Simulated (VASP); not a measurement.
## WS2: single point with PBE

Crystal: WS2.

```xyz
6
Lattice="3.1800 0.0000 0.0000 -1.5900 2.7540 0.0000 0.0000 0.0000 12.5000" Properties=species:S:1:pos:R:3 pbc="T T T"
W     0.0000    1.8360    3.1250
W     1.5900    0.9180    9.3750
S     0.0000    1.8360    7.7500
S     1.5900    0.9180    1.5000
S     0.0000    1.8360   11.0000
S     1.5900    0.9180    4.7500
```

```
Program             : VASP 6.6.1
Task                : single point
Functional          : PBE
Potentials or basis : VASP PAW PBE potentials, release 64 (W_sv, S)
Cutoff              : 520 eV
k mesh              : 10 × 10 × 3
Occupations         : fermi-dirac, width 0.05 eV
Spin                : no spin polarisation
```

```yaml
Pressure: -3.7 GPa
Largest_force: 1.055 eV/Å
Band_gap_on_the_k_mesh: 1.08 eV, indirect (least direct gap 2.12 eV)
```

Forces in eV/Å, atoms in the order of the input:
```
W    0.000  0.000  0.000
W    0.000  0.000  0.000
S    0.000  0.000  1.055
S    0.000  0.000  1.055
S    0.000  0.000 -1.055
S    0.000  0.000 -1.055
```

Stress tensor (GPa, compression positive):
```
-2.09  0.00  0.00
 0.00 -2.09  0.00
 0.00  0.00 -6.99
```

Levels at points of the mesh, in eV from the valence-band top:
```tsv
k point	band 24	band 25	band 26	band 27	band 28	band 29
(0.00, 0.00, 0.00)	-1.41	-1.13	0.00	2.32	2.32	2.40
(0.50, 0.00, 0.00)	-1.50	-1.46	-1.33	2.45	2.49	2.61
```

Run time: 2.3 min on 1 thread of AMD EPYC 7R13 Processor (Zen 3) (shared host), peak memory 0.23 GiB.

Caveat: spin-orbit coupling is left out, which moves the levels of the heavy elements; this functional lacks dispersion, which binds the layers, so the pressure and a relaxed spacing across them are unreliable; forces of over 1 eV/Å act on the atoms, so gaps and moduli don't describe the material at rest. A k mesh can miss the band edges.
